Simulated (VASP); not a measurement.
# Ga26P27 (a cell with a defect) in VASP: single point with PBE

Aim: the single point of Ga26P27 (a cell with a defect) with PBE.

All numbers are computed with VASP 6.6.1; they aren't measurements. Logs are shortened: lines on timing, memory, paths and dates and some standing lists are left out, and cuts for length are marked.

**1. The cell of the first run**

The cell holds a defect, 53 atoms: a = 11.678 Å, b = 11.678 Å, c = 11.678 Å, α = 60.00°, β = 60.00°, γ = 60.00°.

**2. Single point, PBE, collinear spin (atoms taken out, then relaxed in part)**

Contents of INCAR:

```
PREC     = Accurate       # precision mode
ENCUT    = 520            # plane-wave cutoff, eV
EDIFF    = 1E-6           # SCF threshold, eV
ISMEAR   = 0              # smearing method
SIGMA    = 0.01           # smearing width, eV
LREAL    = Auto         
LASPH    = T              # aspherical terms in the spheres
NELM     = 150            # most SCF steps
ALGO     = Fast           # electronic algorithm
ISIF     = 2              # what is computed and relaxed
LWAVE    = F              # write WAVECAR
LCHARG   = T              # write CHGCAR
ISPIN    = 2              # spin polarisation
MAGMOM   = 0 0 0 0 0 0 0 0 0 0 0 0 0 0 0 0 0 0 0 0 0 0 0 0 0 0 0.25 0 0 0 0 0 0 0 0 0.25 0.25 0 0 0 0 0.25 0 0 0 0 0 0 0 0 0 0 0 # initial moments
LORBIT   = 11             # projections on sites
GGA      = PE             # functional
LELF     = T              # ELF
LVHAR    = T            
NBANDS   = 272            # bands
NELECT   = 475.0        
NCORE    = 4
```

Contents of KPOINTS:

```
Automatic mesh
0
Gamma
  1 1 1
```

Contents of POSCAR:

```
Ga26P27
1.0
    0.0000000000      8.2576754622     -8.2576754622
    8.2576754622      8.2576754622      0.0000000000
    8.2576754622      0.0000000000     -8.2576754622
Ga P
26 27
Direct
    0.6633544814      0.6654711026      0.3300211481
    0.6633544814      1.0078199346      0.3300211481
    0.3411532679      0.3300211481      0.3300211481
    0.3411532679      0.6654711026      0.3300211481
    0.3339512795      0.0006179461      0.3314794950
    0.9988044359      0.3300211481      0.3300211481
    1.0004089209      0.6670755876      0.3321065706
    0.9988044359      0.0078199346      0.3300211481
    0.6633544814      0.3300211481      0.0078199346
    0.6633544814      0.6654711026      0.0078199346
    0.6648128283      0.0006179461      0.0006179461
    0.3339512795      0.3314794950      0.0006179461
    0.3343298725      0.6656701275      0.0009965392
    0.3339512795      0.0006179461      0.0006179461
    0.9988044359      0.3300211481      0.0078199346
    0.9990034608      0.6656701275      0.0009965392
    0.9990034608      0.0009965392      0.0009965392
    0.6633544814      0.3300211481      0.6654711026
    0.6654399039      0.6670755876      0.6670755876
    0.6633544814      0.0078199346      0.6654711026
    0.3411532679      0.3300211481      0.6654711026
    0.3343298725      0.6656701275      0.6656701275
    0.3343298725      0.0009965392      0.6656701275
    1.0004089209      0.3321065706      0.6670755876
    1.0004089209      0.6670755876      0.6670755876
    0.9990034608      0.0009965392      0.6656701275
    0.5856872425      0.2523539091      0.5762716059
    0.5841856811      0.5823021146      0.5823021146
    0.5841856811      0.9178767563      0.5823021146
    0.2512100896      0.2508523478      0.5823021146
    0.2512100896      0.5823021146      0.5823021146
    0.2500944651      0.9167611318      0.5830499379
    0.9156354480      0.2508523478      0.5823021146
    0.9166666667      0.5833333333      0.5833333333
    0.9156354480      0.9178767563      0.5823021146
    0.5856872425      0.2523539091      0.2523539091
    0.5856872425      0.5762716059      0.2523539091
    0.5840796427      0.9159203573      0.2507463093
    0.2492536907      0.2507463093      0.2507463093
    0.2512100896      0.5823021146      0.2508523478
    0.2492536907      0.9159203573      0.2507463093
    0.9096049392      0.2523539091      0.2523539091
    0.9156354480      0.5823021146      0.2508523478
    0.9156354480      0.9178767563      0.2508523478
    0.5840796427      0.2507463093      0.9159203573
    0.5841856811      0.5823021146      0.9178767563
    0.5840796427      0.9159203573      0.9159203573
    0.2492536907      0.2507463093      0.9159203573
    0.2500944651      0.5830499379      0.9167611318
    0.2500944651      0.9167611318      0.9167611318
    0.9156354480      0.2508523478      0.9178767563
    0.9156354480      0.5823021146      0.9178767563
    0.9163832712      0.9167611318      0.9167611318
```

Potentials or basis: VASP PAW PBE potentials, release 64 (Ga_d, P).

On the command line:

```console
cat potpaw_PBE.64/Ga_d/POTCAR potpaw_PBE.64/P/POTCAR > POTCAR
mpirun -np 4 vasp_gam > vasp.out
```

OUTCAR:

```text
PREC = Accurate
   ENCUT = 520
   EDIFF = 1E-6
   ISMEAR = 0
   LREAL = Auto
   LASPH = T
   NELM = 150
   ISIF = 2
   ISPIN = 2
   LORBIT = 11
   GGA = PE
   NELECT = 475.0

 ion  position               nearest neighbor table
   1  0.663  0.665  0.330-  37 2.33  38 2.39  28 2.41  43 2.41
   2  0.663  0.008  0.330-  36 2.33  38 2.39  29 2.41  44 2.41
   3  0.341  0.330  0.330-  36 2.33  39 2.39  30 2.41  40 2.41
   4  0.341  0.665  0.330-  37 2.33  41 2.39  31 2.41  40 2.41
   5  0.334  0.001  0.331-  38 2.39  39 2.39  41 2.39  32 2.40
   6  0.999  0.330  0.330-  42 2.33  39 2.39  33 2.41  43 2.41
[... 33 lines left out ...]
  40  0.251  0.582  0.251-  13 2.38   7 2.39   3 2.41   4 2.41
  41  0.249  0.916  0.251-  14 2.39   5 2.39   4 2.39   8 2.39
  42  0.910  0.252  0.252-   8 2.33  15 2.33   6 2.33
  43  0.916  0.582  0.251-  16 2.38   7 2.39   6 2.41   1 2.41
  44  0.916  0.918  0.251-  17 2.38   7 2.39   8 2.41   2 2.41
  45  0.584  0.251  0.916-  12 2.39  11 2.39  18 2.39   9 2.39
  46  0.584  0.582  0.918-  13 2.38  19 2.39   9 2.41  10 2.41
  47  0.584  0.916  0.916-  11 2.39  14 2.39  10 2.39  20 2.39
  48  0.249  0.251  0.916-  14 2.39  12 2.39  21 2.39  15 2.39
  49  0.250  0.583  0.917-  16 2.39  22 2.39  13 2.39  12 2.40
  50  0.250  0.917  0.917-  13 2.39  17 2.39  23 2.39  14 2.40
  51  0.916  0.251  0.918-  17 2.38  24 2.39  15 2.41   9 2.41
  52  0.916  0.582  0.918-  16 2.38  25 2.39  15 2.41  10 2.41
  53  0.916  0.917  0.917-  16 2.39  26 2.39  17 2.39  11 2.40

  LATTYP: Found a face centered cubic cell.
 ALAT       =    16.5153509244

  Lattice vectors:

 A1 = (   0.0000000000,   8.2576754622,  -8.2576754622)
 A2 = (   8.2576754622,   8.2576754622,   0.0000000000)
 A3 = (   8.2576754622,   0.0000000000,  -8.2576754622)

Analysis of symmetry for initial positions (statically):
=====================================================================
 Subroutine PRICEL returns:
 Original cell was already a primitive cell.

 Routine SETGRP: Setting up the symmetry group for a
 face centered cubic supercell.

 Subroutine GETGRP returns: Found 24 space group operations
 (whereof  4 operations were pure point group operations)
 out of a pool of 48 trial point group operations.

The static configuration has the point symmetry C_2v.
 The point group associated with its full space group is T_d .

Analysis of symmetry for dynamics (positions and initial velocities):
=====================================================================
 Subroutine PRICEL returns:
 Original cell was already a primitive cell.

 Routine SETGRP: Setting up the symmetry group for a
 face centered cubic supercell.

 Subroutine GETGRP returns: Found 24 space group operations
 (whereof  4 operations were pure point group operations)
 out of a pool of 48 trial point group operations.

The dynamic configuration has the point symmetry C_2v.
 The point group associated with its full space group is T_d .

Analysis of structural, dynamic, and magnetic symmetry:
=====================================================================
 Subroutine PRICEL returns:
 Original cell was already a primitive cell.

 Routine SETGRP: Setting up the symmetry group for a
 face centered cubic supercell.

 Subroutine GETGRP returns: Found 24 space group operations
 (whereof  4 operations were pure point group operations)
 out of a pool of 48 trial point group operations.

The overall configuration has the point symmetry C_2v.
 The point group associated with its full space group is T_d .

 Subroutine INISYM returns: Found 24 space group operations
 (whereof  4 operations are pure point group operations),
 and found     1 'primitive' translations

----------------------------------------------------------------------------------------

                                     Primitive cell

  volume of cell :    1126.1686

[... 163 lines left out ...]
   LASPH  =      T    aspherical Exc in radial PAW
   ENCUT  =  520.0 eV  38.22 Ry    6.18 a.u.  21.71 21.71 21.71*2*pi/ulx,y,z
   NELM   =    150;   NELMIN=  2; NELMDL= -5     # of ELM steps
   EDIFF  = 0.1E-05   stopping-criterion for ELM
   LREAL  =      T    real-space projection
   EDIFFG = 0.1E-04   stopping-criterion for IOM
   NSW    =      0    number of steps for IOM
   IBRION =     -1    ionic relax: 0-MD 1-quasi-New 2-CG
   NFREE  =      0    steps in history (QN), initial steepest desc. (CG)
   ISIF   =      2    stress and relaxation
   ISYM   =      2    0-nonsym 1-usesym 2-fastsym
   POTIM  = 0.5000    time-step for ionic-motion
   TEBEG  =    0.0;   TEEND  =   0.0 temperature during run
   PSTRESS=    0.0 pullay stress
   NELECT =     475.0000    total number of electrons
   NUPDOWN=      -1.0000    fix difference up-down
   EMIN   =  10.00;   EMAX   =-10.00  energy-range for DOS
   EFERMI =   0.00;   METHOD = LEGACY
   ISMEAR =     0;   SIGMA  =   0.01  broadening in eV -4-tet -1-fermi 0-gaus
   EFERMI_NEDOS =   21; number of points for ismear=-14 and -15
   IALGO  =     68    algorithm
   IMIX   =      4    mixing-type and parameters
     AMIX     =   0.40;   BMIX     =  1.00
     AMIX_MAG =   1.60;   BMIX_MAG =  1.00
  volume/ion in A,a.u.               =      21.25       143.39
  Fermi-wavevector in a.u.,A,eV,Ry     =   1.227736  2.320084 20.508538  1.507335
  Thomas-Fermi vector in A             =   2.362688
   LORBIT       =     11    0 simple, 1 ext, 2 COOP (PROOUT), +10 PAW based schemes
   GGA     = PE    functional components
   LHFCALC =     F    Hartree Fock is set to
   AEXX    =    0.0000 exact exchange contribution
   IVDW    =     0    specifies the selected vdW correction
   LEPSILON=     F    determine dielectric tensor
   LRPA    =     F    only Hartree local field effects (RPA)
 spin polarized calculation
 RMM-DIIS sequential band-by-band and
 Gauss-broadening in eV      SIGMA  =   0.01
  energy-cutoff  :      520.00
  volume of cell :     1126.17
 maximum number of plane-waves:     15198
 NGX is ok and might be reduce to    80
   NGX = 43   NGY = 43   NGZ = 43

 number of electron     475.0000012 magnetization       1.0000000

 Free energy of the ion-electron system (eV)
  ---------------------------------------------------
  ext. energy  EPLUGINS =         0.00000000
  ---------------------------------------------------
  free energy    TOTEN  =      -217.80756192 eV

  energy without entropy =     -217.79984881  energy(sigma->0) =     -217.80370536

 E-fermi :   4.7983     XC(G=0):  -9.5831

 val. band max:        4.7952784680   @ k =   0.0000   0.0000   0.0000
 cond. band min:       5.8248551251   @ k =   0.0000   0.0000   0.0000
 fundamental gap:      1.0295766571
 Fermi energy:         4.7983240869

 spin component 1

 k-point     1 :       0.0000    0.0000    0.0000
  band No.  band energies     occupation
      1     -10.5390      1.00000
      2     -10.5390      1.00000
      3     -10.5390      1.00000
      4     -10.5299      1.00000
      5     -10.5269      1.00000
      6     -10.5089      1.00000
[... 241 lines left out ...]
    248       6.0198      0.00000
    249       6.1155      0.00000
 Fermi energy:         4.7983240869

 spin component 2

 k-point     1 :       0.0000    0.0000    0.0000
  band No.  band energies     occupation
      1     -10.5387      1.00000
      2     -10.5387      1.00000
      3     -10.5387      1.00000
      4     -10.5296      1.00000
      5     -10.5266      1.00000
      6     -10.5079      1.00000
[... 241 lines left out ...]
    248       6.0286      0.00000
    249       6.1343      0.00000
 [bands above 249 left out]

------------------------ aborting loop because EDIFF is reached ----------------------------------------

  FORCE on cell =-STRESS in cart. coord.  units (eV):
  Direction    XX          YY          ZZ          XY          YZ          ZX
  --------------------------------------------------------------------------------------
  -------------------------------------------------------------------------------------
  Total       25.8644250     25.8644250     25.8644250      0.0000000      0.0000000      0.0000000
  in kB       36.7967942     36.7967942     36.7967942      0.0000000      0.0000000      0.0000000
  external PRESSURE =      36.7967942 kB  Pullay stress =       0.0000000 kB

 VOLUME and BASIS-vectors are now :
 -----------------------------------------------------------------------------
  energy-cutoff  :      520.00
  volume of cell :     1126.17
      direct lattice vectors                 reciprocal lattice vectors
     0.000000000  8.257675462 -8.257675462    -0.060549728  0.060549728 -0.060549728
     8.257675462  8.257675462  0.000000000     0.060549728  0.060549728  0.060549728
     8.257675462  0.000000000 -8.257675462     0.060549728 -0.060549728 -0.060549728

 POSITION                                       TOTAL-FORCE (eV/Angst)
 -----------------------------------------------------------------------------------
      8.22045     10.97301     -8.20297        -0.000396     -0.000396      0.016958
      2.78978      5.54234     -8.20297         0.000396      0.000396      0.016958
      5.45042      5.54234     -5.54234        -0.016958      0.000396     -0.000396
      8.22045      8.31238     -5.54234        -0.000396      0.016958     -0.000396
      2.74235      2.76276     -5.49491         0.001030     -0.001030     -0.001030
      5.45042     10.97301    -10.97301        -0.016958     -0.000396      0.000396
[... 45 lines left out ...]
     12.38799     12.36948    -15.14055        -0.000215      0.019134      0.000215
     15.14063     15.13751    -15.13751         0.003698     -0.003698      0.003698
 -----------------------------------------------------------------------------------
    total drift:                               -0.000061     -0.000066      0.000064

  FREE ENERGIE OF THE ION-ELECTRON SYSTEM (eV)
  ---------------------------------------------------
  free  energy   TOTEN  =      -217.8075619218 eV

  energy  without entropy=     -217.7998488058  energy(sigma->0) =     -217.80370536

 total charge

# of ion       s       p       d       tot
------------------------------------------
    1        0.835   0.846  10.012  11.693
    2        0.835   0.846  10.012  11.693
    3        0.835   0.846  10.012  11.693
    4        0.835   0.846  10.012  11.693
    5        0.828   0.846  10.010  11.683
    6        0.835   0.846  10.012  11.693
[... 45 lines left out ...]
   52        0.993   1.565   0.000   2.558
   53        0.993   1.566   0.000   2.559
--------------------------------------------------
tot         48.629  63.962 260.289 372.881

 magnetization (x)

# of ion       s       p       d       tot
------------------------------------------
    1       -0.001   0.002   0.003   0.004
    2       -0.001   0.002   0.003   0.004
    3       -0.001   0.002   0.003   0.004
    4       -0.001   0.002   0.003   0.004
    5       -0.001  -0.001   0.001  -0.001
    6       -0.001   0.002   0.003   0.004
[... 45 lines left out ...]
   52       -0.000   0.002   0.000   0.002
   53        0.000   0.002   0.000   0.002
--------------------------------------------------
tot          0.016   0.485   0.039   0.540
```

It took 15 min on 4 MPI ranks of Oxide Virtual Turin-like, shared host; peak memory 0.59 GiB.

What came out:

* Free energy: -217.8076 eV
* Largest force: 0.019 eV/Å
* Net moment: 1.00 μB per cell
* Site moments: Ga +0.00, -0.00 (each value once); P +0.08, +0.00, +0.02 (each value once) μB
* Valence electrons inside the program's atomic spheres: Ga 11.69, 11.68 (each value once); P 2.54, 2.56 (each value once)

Forces on the atoms (eV/Å):
```
Ga   0.000  0.000  0.017
Ga   0.000  0.000  0.017
Ga  -0.017  0.000  0.000
Ga   0.000  0.017  0.000
Ga   0.001 -0.001 -0.001
Ga  -0.017  0.000  0.000
Ga  -0.001  0.001  0.001
Ga   0.000  0.017  0.000
Ga   0.000 -0.017  0.000
Ga   0.017  0.000  0.000
Ga  -0.001  0.001 -0.001
Ga   0.001  0.001  0.001
Ga   0.000  0.000 -0.008
Ga  -0.001 -0.001  0.001
Ga   0.000  0.000 -0.017
Ga   0.000 -0.008  0.000
Ga   0.008  0.000  0.000
Ga   0.000 -0.017  0.000
Ga   0.001 -0.001  0.001
Ga   0.017  0.000  0.000
Ga   0.000  0.000 -0.017
Ga  -0.008  0.000  0.000
Ga   0.000  0.008  0.000
Ga  -0.001 -0.001 -0.001
Ga   0.001  0.001 -0.001
Ga   0.000  0.000  0.008
P   -0.007  0.007  0.007
P    0.019  0.000  0.000
P    0.000 -0.019  0.000
P    0.000 -0.019  0.000
P    0.019  0.000  0.000
P   -0.004  0.004  0.004
P    0.000  0.000 -0.019
P    0.000  0.000  0.000
P    0.000  0.000 -0.019
P    0.007  0.007 -0.007
P   -0.007 -0.007 -0.007
P    0.000  0.000  0.002
P   -0.002  0.000  0.000
P    0.000  0.000  0.019
P    0.000  0.002  0.000
P    0.007 -0.007  0.007
P    0.000  0.019  0.000
P   -0.019  0.000  0.000
P    0.000 -0.002  0.000
P    0.000  0.000  0.019
P    0.002  0.000  0.000
P    0.000  0.000 -0.002
P   -0.004 -0.004 -0.004
P    0.004  0.004 -0.004
P   -0.019  0.000  0.000
P    0.000  0.019  0.000
P    0.004 -0.004  0.004
```

Levels at points of the mesh, in eV from the Fermi level:
Spin up:
```
           k point  band 235  band 236  band 237  band 238  band 239  band 240  band 241  band 242
(0.00, 0.00, 0.00)     -0.78     -0.16     -0.16     -0.16      1.03      1.14      1.18      1.18
```
Spin down:
```csv
k point,band 234,band 235,band 236,band 237,band 238,band 239,band 240,band 241,band 242,band 243
"(0.00, 0.00, 0.00)",-0.73,-0.73,0.00,0.00,0.00,1.04,1.14,1.19,1.19,1.19
```

Caveat: the k points lie up to 0.66 Å⁻¹ apart; the cell carries a net charge on a neutralising background, which shifts energy and pressure; the cell differs from its parent crystal (atoms taken out, then relaxed in part); the cell is charged against a uniform background, so pressure and absolute levels hang on convention.
